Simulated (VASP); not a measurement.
Runs of VASP 6.6.1 on Cs. The structure is that of space group Im-3m (No. 229), or close to it. The cells are those of the table. 

```csv
task,cell,gap on the mesh (eV),pressure (GPa)
electric field gradients,"a = 5.182 Å, angles 109.5°, 1 atom",none,(a)
single point,"a = 5.129 Å, angles 109.5°, 1 atom",none,0.3
single point,"a = 5.338 Å, angles 109.5°, 1 atom",none,0.0
single point,"a = 5.235 Å, angles 109.5°, 1 atom",none,0.1
```

Alike in all rows: level PBE; potentials or basis VASP PAW PBE potentials, release 64 (Cs_sv); no spin polarisation; k mesh 9 × 9 × 9; cutoff (eV) 520; smearing fermi-dirac 0.05 eV.

Q: Estimate the missing entries.

A: (a) 0.2.

Caveats: spin-orbit coupling is left out, which moves the levels of the heavy elements.

A k mesh can miss the band edges, and the runs leave out spin-orbit coupling on Cs.

A gap of «none» marks levels without a gap at the run's occupations.
